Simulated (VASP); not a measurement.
Wanted: the native input for a VASP 6.6.1 run.

| Quantity | Value |
| --- | --- |
| Task | single point |
| Functional | LDA |
| Potentials or basis | VASP PAW LDA potentials, release 64 (Sr_sv, Br) |
| Cutoff | 520 eV |
| k mesh | 4 × 4 × 4 |
| Occupations | methfessel-paxton, width 0.1 eV |
| Spin | no spin polarisation |
| Dipole correction | no |
| Further INCAR settings | ALGO = Normal; EDIFF = 1e-06; NBANDS = 33 |

The structure of SrBr2 lies in POSCAR:

```
SrBr2
1.0
    7.1081860000      0.0000000000      0.0000000000
    0.0000000000      7.1081860000      0.0000000000
    0.0000000000      0.0000000000      4.6756040000
Sr Br
2 4
Direct
    0.0000000000      0.0000000000      0.0000000000
    0.5000000000      0.5000000000      0.5000000000
    0.3038480000      0.3038480000      0.0000000000
    0.6961520000      0.6961520000      0.0000000000
    0.1961520000      0.8038480000      0.5000000000
    0.8038480000      0.1961520000      0.5000000000
```

The input as run:

INCAR

```
PREC = Accurate ; ENCUT = 520
EDIFF = 1E-6 ; ISMEAR = 1
SIGMA = 0.1 ; LREAL = F
LASPH = T ; NELM = 80
ALGO = Normal ; ISIF = 2
LWAVE = F ; LCHARG = F
NBANDS = 33
```

KPOINTS

```
Automatic mesh
0
Gamma
  4 4 4
```

Potentials or basis: VASP PAW LDA potentials, release 64 (Sr_sv, Br).

Run with:

```console
$ cat potpaw_LDA.64/Sr_sv/POTCAR potpaw_LDA.64/Br/POTCAR > POTCAR
$ mpirun -np 1 vasp_std > vasp.out
```

Results of the run:

```
Pressure               : -1.9 GPa
Largest force          : 0.063 eV/Å
Band gap on the k mesh : 4.04 eV
```

Run time: 3.5 min on 1 thread of AMD EPYC 7R13, with other jobs on the host, peak memory 0.29 GiB.
